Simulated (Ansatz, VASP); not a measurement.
## BaRe in VASP and in Ansatz

Contents of INCAR:

```
PREC = Accurate
ENCUT = 520
EDIFF = 1E-7
ISMEAR = 0
SIGMA = 0.05
LREAL = False
LASPH = True
NELM = 100
ALGO = Normal
ISIF = 2
LWAVE = False
LCHARG = True
GGA = CA
LELF = True
LVHAR = True
NBANDS = 16
```

KPOINTS

```
Automatic mesh
0
Gamma
  8 8 8
```

POSCAR

```
BaRe
1.0
    3.7233438108      0.0000000000      0.0000000000
    0.0000000000      3.7233438108      0.0000000000
    0.0000000000      0.0000000000      3.7233438108
Ba Re
1 1
Direct
    0.0000000000      0.0000000000      0.0000000000
    0.5000000000      0.5000000000      0.5000000000
```

Input for Ansatz:

```yaml
crystal:
  lattice:
    - [3.7233438108, 0.0, 0.0]
    - [0.0, 3.7233438108, 0.0]
    - [0.0, 0.0, 3.7233438108]
  atoms:
    - { symbol: Ba, position: [0.0, 0.0, 0.0] }
    - { symbol: Re, position: [0.5, 0.5, 0.5] }
basis:
  ecutwfc: 420
  ecutrho_ratio: 4
kpoints:
  mp_grid: { grid: [8, 8, 8] }
hamiltonian:
  xc: lda
scf:
  occupations: { method: gaussian, width: 0.05 }
output:
  forces: true
  stress: true
  eigenvalues: true
  populations: true
```

Alike in both runs: task single point; functional LDA; k mesh 8 × 8 × 8; occupations gaussian, width 0.05 eV; no spin polarisation.

|  | VASP | Ansatz |
| --- | --- | --- |
| version | VASP 6.6.1 | Ansatz 0.2.0 |
| potentials or method | VASP PAW LDA potentials, release 64 (Ba_sv, Re), cutoff 520 eV | scalar-relativistic, plane waves, PAW |
| valence electrons in the cell | 17 | 25 |

```tsv
	VASP	Ansatz	Ansatz less VASP
gap on the k mesh at the Fermi level (eV)	none	none	-
pressure (GPa)	-4.2	-5.9	-1.64
```

LDA's correlation is that of Perdew and Zunger in VASP and of Perdew and Wang (1992) in Ansatz. A gap of «none» marks a metal or a gap that the smearing closes. VASP's potentials hold 17 valence electrons a cell and Ansatz's 25, so a difference there can come from the potentials and not from the codes.

Spin-orbit coupling is off throughout.
